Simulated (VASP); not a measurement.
# TePt3W (Pm-3m) in VASP: notebook

Runs on TePt3W. Level: PBE. Tasks: single point, relaxation of cell and atoms.

All numbers are computed with VASP 6.6.1; they aren't measurements. Logs are shortened: lines on timing, memory, paths and dates and some standing lists are left out, and cuts for length are marked.

## Step 1: The cell of the first run

It takes space group Pm-3m (No. 221, cubic). The conventional cell has a = 4.877 Å, b = 4.877 Å, c = 4.877 Å, α = 90.00°, β = 90.00°, γ = 90.00°. Te (site symmetry m-3m) has 12 Pt at 3.45 Å and 8 W at 4.22 Å within 4.5 Å. Pt (site symmetry 4/mmm) has 2 W at 2.44 Å within 3.2 Å. W (site symmetry m-3m) has 6 Pt at 2.44 Å within 3.2 Å.

## Step 2: Single point, PBE

File INCAR:

```
SYSTEM = TePt3W
PREC     = Accurate       ! precision mode
ENCUT    = 520            ! plane-wave cutoff, eV
EDIFF    = 1E-7           ! SCF threshold, eV
ISMEAR   = 0              ! smearing method
SIGMA    = 0.1            ! smearing width, eV
LREAL    = .False.        ! projectors in reciprocal space
LASPH    = .True.         ! aspherical terms in the spheres
NELM     = 100            ! most SCF steps
ALGO     = Normal         ! electronic algorithm
ISIF     = 2              ! what is computed and relaxed
LWAVE    = .False.        ! write WAVECAR
LCHARG   = .True.         ! write CHGCAR
GGA      = PE             ! functional
LELF     = .True.         ! ELF
LVHAR    = .True.       
NBANDS   = 33             ! bands
```

File KPOINTS:

```
regular mesh
0
Gamma
  8 8 8
  0 0 0
```

File POSCAR:

```
TePt3W
1.0
    4.8768218769      0.0000000000      0.0000000000
    0.0000000000      4.8768218769      0.0000000000
    0.0000000000      0.0000000000      4.8768218769
Te Pt W
1 3 1
Direct
    0.0000000000      0.0000000000      0.0000000000
    0.0000000000      0.5000000000      0.5000000000
    0.5000000000      0.0000000000      0.5000000000
    0.5000000000      0.5000000000      0.0000000000
    0.5000000000      0.5000000000      0.5000000000
```

Potentials or basis: VASP PAW PBE potentials, release 64 (Te, Pt, W_sv).

On the command line:

```sh
cat potpaw_PBE.64/Te/POTCAR potpaw_PBE.64/Pt/POTCAR potpaw_PBE.64/W_sv/POTCAR > POTCAR
mpirun -np 1 vasp_std > vasp.out
```

OUTCAR:

```text
SYSTEM = TePt3W
   PREC = Accurate
   ENCUT = 520
   EDIFF = 1E-7
   ISMEAR = 0
   LREAL = .False.
   LASPH = .True.
   NELM = 100
   ISIF = 2
   GGA = PE

 ion  position               nearest neighbor table
   1  0.000  0.000  0.000-   2 3.45   3 3.45   4 3.45   2 3.45   3 3.45   2 3.45   4 3.45   2 3.45
                             3 3.45   4 3.45   3 3.45   4 3.45
   2  0.000  0.500  0.500-   5 2.44   5 2.44   4 3.45   1 3.45   1 3.45   4 3.45   1 3.45   3 3.45
                             1 3.45   3 3.45   4 3.45   3 3.45   4 3.45   3 3.45
   3  0.500  0.000  0.500-   5 2.44   5 2.44   4 3.45   1 3.45   1 3.45   4 3.45   2 3.45   4 3.45
                             2 3.45   4 3.45   1 3.45   2 3.45   1 3.45   2 3.45
   4  0.500  0.500  0.000-   5 2.44   5 2.44   3 3.45   1 3.45   2 3.45   3 3.45   2 3.45   1 3.45
                             3 3.45   3 3.45   1 3.45   2 3.45   2 3.45   1 3.45
   5  0.500  0.500  0.500-   2 2.44   3 2.44   4 2.44   4 2.44   3 2.44   2 2.44

  LATTYP: Found a simple cubic cell.
 ALAT       =     4.8768218769

  Lattice vectors:

 A1 = (   4.8768218769,   0.0000000000,   0.0000000000)
 A2 = (   0.0000000000,   4.8768218769,   0.0000000000)
 A3 = (   0.0000000000,   0.0000000000,   4.8768218769)

Analysis of symmetry for initial positions (statically):
=====================================================================
 Subroutine PRICEL returns:
 Original cell was already a primitive cell.

 Routine SETGRP: Setting up the symmetry group for a
 simple cubic supercell.

 Subroutine GETGRP returns: Found 48 space group operations
 (whereof 48 operations were pure point group operations)
 out of a pool of 48 trial point group operations.

The static configuration has the point symmetry O_h .

Analysis of symmetry for dynamics (positions and initial velocities):
=====================================================================
 Subroutine PRICEL returns:
 Original cell was already a primitive cell.

 Routine SETGRP: Setting up the symmetry group for a
 simple cubic supercell.

 Subroutine GETGRP returns: Found 48 space group operations
 (whereof 48 operations were pure point group operations)
 out of a pool of 48 trial point group operations.

The dynamic configuration has the point symmetry O_h .

 Subroutine INISYM returns: Found 48 space group operations
 (whereof 48 operations are pure point group operations),
 and found     1 'primitive' translations

----------------------------------------------------------------------------------------

                                     Primitive cell

  volume of cell :     115.9874

  direct lattice vectors                    reciprocal lattice vectors
     4.876821877  0.000000000  0.000000000     0.205051574  0.000000000  0.000000000
     0.000000000  4.876821877  0.000000000     0.000000000  0.205051574  0.000000000
     0.000000000  0.000000000  4.876821877     0.000000000  0.000000000  0.205051574

  length of vectors
     4.876821877  4.876821877  4.876821877     0.205051574  0.205051574  0.205051574

  position of ions in fractional coordinates (direct lattice)
     0.000000000  0.000000000  0.000000000
     0.000000000  0.500000000  0.500000000
     0.500000000  0.000000000  0.500000000
     0.500000000  0.500000000  0.000000000
     0.500000000  0.500000000  0.500000000

  ion indices of the primitive-cell ions
   primitive index   ion index
                 1           1
                 2           2
                 3           3
                 4           4
                 5           5

----------------------------------------------------------------------------------------

 KPOINTS: regular mesh

Automatic generation of k-mesh.
 Grid dimensions read from file:
 generate k-points for:    8    8    8

 Generating k-lattice:

  Cartesian coordinates                     Fractional coordinates (reciprocal lattice)
     0.025631447  0.000000000  0.000000000     0.125000000  0.000000000  0.000000000
     0.000000000  0.025631447  0.000000000     0.000000000  0.125000000  0.000000000
     0.000000000  0.000000000  0.025631447     0.000000000  0.000000000  0.125000000

  Length of vectors
     0.025631447  0.025631447  0.025631447

  Shift w.r.t. Gamma in fractional coordinates (k-lattice)
     0.000000000  0.000000000  0.000000000

 Subroutine IBZKPT returns following result:
 ===========================================

 Found     35 irreducible k-points:

 Following reciprocal coordinates:
            Coordinates               Weight
  0.000000  0.000000  0.000000      1.000000
  0.125000  0.000000  0.000000      6.000000
  0.250000  0.000000  0.000000      6.000000
  0.375000  0.000000  0.000000      6.000000
  0.500000  0.000000  0.000000      3.000000
  0.125000  0.125000  0.000000     12.000000
[... 16 lines left out ...]
  0.375000  0.375000  0.125000     24.000000
  0.500000  0.375000  0.125000     24.000000
 [... further k-points ...]
   k-points           NKPTS =     35   k-points in BZ     NKDIM =     35   number of bands    NBANDS=     33
   number of dos      NEDOS =    301   number of ions     NIONS =      5
   total plane-waves  NPLWV =  46656
   dimension x,y,z NGX =    36 NGY =   36 NGZ =   36
   dimension x,y,z NGXF=    72 NGYF=   72 NGZF=   72
   ions per type =               1   3   1
   NGX,Y,Z   is equivalent  to a cutoff of  12.27, 12.27, 12.27 a.u.
   NGXF,Y,Z  is equivalent  to a cutoff of  24.54, 24.54, 24.54 a.u.
 SYSTEM =  TePt3W
   PREC   = accura    normal or accurate (medium, high low for compatibility)
   ISTART =      0    job   : 0-new  1-cont  2-samecut
   ICHARG =      2    charge: 1-file 2-atom 10-const
   ISPIN  =      1    spin polarized calculation?
   LNONCOLLINEAR =      F non collinear calculations
   LSORBIT =      F    spin-orbit coupling
   LASPH  =      T    aspherical Exc in radial PAW
   ENCUT  =  520.0 eV  38.22 Ry    6.18 a.u.   9.07  9.07  9.07*2*pi/ulx,y,z
   NELM   =    100;   NELMIN=  2; NELMDL= -5     # of ELM steps
   EDIFF  = 0.1E-06   stopping-criterion for ELM
   LREAL  =      F    real-space projection
   EDIFFG = 0.1E-05   stopping-criterion for IOM
   NSW    =      0    number of steps for IOM
   IBRION =     -1    ionic relax: 0-MD 1-quasi-New 2-CG
   NFREE  =      0    steps in history (QN), initial steepest desc. (CG)
   ISIF   =      2    stress and relaxation
   ISYM   =      2    0-nonsym 1-usesym 2-fastsym
   POTIM  = 0.5000    time-step for ionic-motion
   TEBEG  =    0.0;   TEEND  =   0.0 temperature during run
   PSTRESS=    0.0 pullay stress
   NELECT =      50.0000    total number of electrons
   NUPDOWN=      -1.0000    fix difference up-down
   EMIN   =  10.00;   EMAX   =-10.00  energy-range for DOS
   EFERMI =   0.00;   METHOD = LEGACY
   ISMEAR =     0;   SIGMA  =   0.10  broadening in eV -4-tet -1-fermi 0-gaus
   EFERMI_NEDOS =   21; number of points for ismear=-14 and -15
   IALGO  =     38    algorithm
   IMIX   =      4    mixing-type and parameters
     AMIX     =   0.40;   BMIX     =  1.00
     AMIX_MAG =   1.60;   BMIX_MAG =  1.00
  volume/ion in A,a.u.               =      23.20       156.54
  Fermi-wavevector in a.u.,A,eV,Ry     =   1.236691  2.337008 20.808820  1.529405
  Thomas-Fermi vector in A             =   2.371289
   LORBIT       =      0    0 simple, 1 ext, 2 COOP (PROOUT), +10 PAW based schemes
   GGA     = PE    functional components
   LHFCALC =     F    Hartree Fock is set to
   AEXX    =    0.0000 exact exchange contribution
   IVDW    =     0    specifies the selected vdW correction
   LEPSILON=     F    determine dielectric tensor
   LRPA    =     F    only Hartree local field effects (RPA)
 non-spin polarized calculation
 Gauss-broadening in eV      SIGMA  =   0.10
  energy-cutoff  :      520.00
  volume of cell :      115.99
 maximum number of plane-waves:      3138
   NGX = 19   NGY = 19   NGZ = 19

 number of electron      49.9999992 magnetization

 Free energy of the ion-electron system (eV)
  ---------------------------------------------------
  ext. energy  EPLUGINS =         0.00000000
  ---------------------------------------------------
  free energy    TOTEN  =       -28.96583948 eV

  energy without entropy =      -28.93061686  energy(sigma->0) =      -28.94822817

 E-fermi :   6.6887     XC(G=0): -10.9312

 val. band max:        6.6883479378   @ k =   0.3750   0.2500   0.0000
 cond. band min:       6.6906485609   @ k =   0.5000   0.1250   0.0000
 fundamental gap:      0.0023006232
 Fermi energy:         6.6887162280

 k-point     1 :       0.0000    0.0000    0.0000
  band No.  band energies     occupation
      1     -67.8335      2.00000
      2     -32.0956      2.00000
      3     -32.0956      2.00000
      4     -32.0956      2.00000
      5      -4.6291      2.00000
      6      -0.5455      2.00000
[... 25 lines left out ...]
     32      10.0512      0.00000
     33      13.6483      0.00000

 k-point     2 :       0.1250    0.0000    0.0000
  band No.  band energies     occupation
      1     -67.8331      2.00000
      2     -32.1038      2.00000
      3     -32.0957      2.00000
      4     -32.0957      2.00000
      5      -4.5904      2.00000
      6      -0.4981      2.00000
[... 25 lines left out ...]
     32      10.2588      0.00000
     33      12.8119      0.00000

 k-point     3 :       0.2500    0.0000    0.0000
  band No.  band energies     occupation
      1     -67.8323      2.00000
      2     -32.1235      2.00000
      3     -32.0961      2.00000
      4     -32.0961      2.00000
      5      -4.4930      2.00000
      6      -0.4710      2.00000
[... 25 lines left out ...]
     32      10.1580      0.00000
     33      12.0109      0.00000

 k-point     4 :       0.3750    0.0000    0.0000
  band No.  band energies     occupation
      1     -67.8315      2.00000
      2     -32.1432      2.00000
      3     -32.0965      2.00000
      4     -32.0965      2.00000
      5      -4.3885      2.00000
      6      -0.5264      2.00000
[... 673 lines left out ...]
     32      10.9091      0.00000
     33      11.6367      0.00000

 k-point    23 :       0.3750    0.3750    0.1250
  band No.  band energies     occupation
      1     -67.8292      2.00000
      2     -32.1444      2.00000
      3     -32.1444      2.00000
      4     -32.1057      2.00000
      5      -4.2528      2.00000
      6       0.2411      2.00000
[... 25 lines left out ...]
     32      10.9309      0.00000
     33      11.5926      0.00000

 k-point    24 :       0.5000    0.3750    0.1250
  band No.  band energies     occupation
      1     -67.8289      2.00000
      2     -32.1525      2.00000
      3     -32.1445      2.00000
      4     -32.1059      2.00000
      5      -4.2323      2.00000
      6       0.3025      2.00000
[... 25 lines left out ...]
     32      11.1663      0.00000
     33      11.2970      0.00000

 [... further k-points ...]

------------------------ aborting loop because EDIFF is reached ----------------------------------------

  FORCE on cell =-STRESS in cart. coord.  units (eV):
  Direction    XX          YY          ZZ          XY          YZ          ZX
  --------------------------------------------------------------------------------------
  -------------------------------------------------------------------------------------
  Total        0.2085131      0.2085131      0.2085131      0.0000000      0.0000000      0.0000000
  in kB        2.8802706      2.8802706      2.8802706      0.0000000      0.0000000      0.0000000
  external PRESSURE =       2.8802706 kB  Pullay stress =       0.0000000 kB

 VOLUME and BASIS-vectors are now :
 -----------------------------------------------------------------------------
  energy-cutoff  :      520.00
  volume of cell :      115.99
      direct lattice vectors                 reciprocal lattice vectors
     4.876821877  0.000000000  0.000000000     0.205051574  0.000000000  0.000000000
     0.000000000  4.876821877  0.000000000     0.000000000  0.205051574  0.000000000
     0.000000000  0.000000000  4.876821877     0.000000000  0.000000000  0.205051574

 POSITION                                       TOTAL-FORCE (eV/Angst)
 -----------------------------------------------------------------------------------
      0.00000      0.00000      0.00000         0.000000      0.000000      0.000000
      0.00000      2.43841      2.43841         0.000000      0.000000      0.000000
      2.43841      0.00000      2.43841         0.000000      0.000000      0.000000
      2.43841      2.43841      0.00000         0.000000      0.000000      0.000000
      2.43841      2.43841      2.43841         0.000000      0.000000      0.000000
 -----------------------------------------------------------------------------------
    total drift:                                0.000000      0.000000      0.000000

  FREE ENERGIE OF THE ION-ELECTRON SYSTEM (eV)
  ---------------------------------------------------
  free  energy   TOTEN  =       -28.9658394843 eV

  energy  without entropy=      -28.9306168590  energy(sigma->0) =      -28.94822817
```

Run time: 98 s. Hardware: 1 thread of AMD EPYC 7R43 (Zen 3), shared host; peak memory 0.25 GiB.

Results:

```yaml
Free_energy: -28.9658 eV
Pressure: 0.3 GPa
Band_gap_on_the_k_mesh: zero (band 25 reaches 7.15 eV, above the bottom of band 26 at 5.58 eV)
```

Caveat: spin-orbit coupling is left out, which moves the levels of the heavy elements.

[end of part 1 of 2]
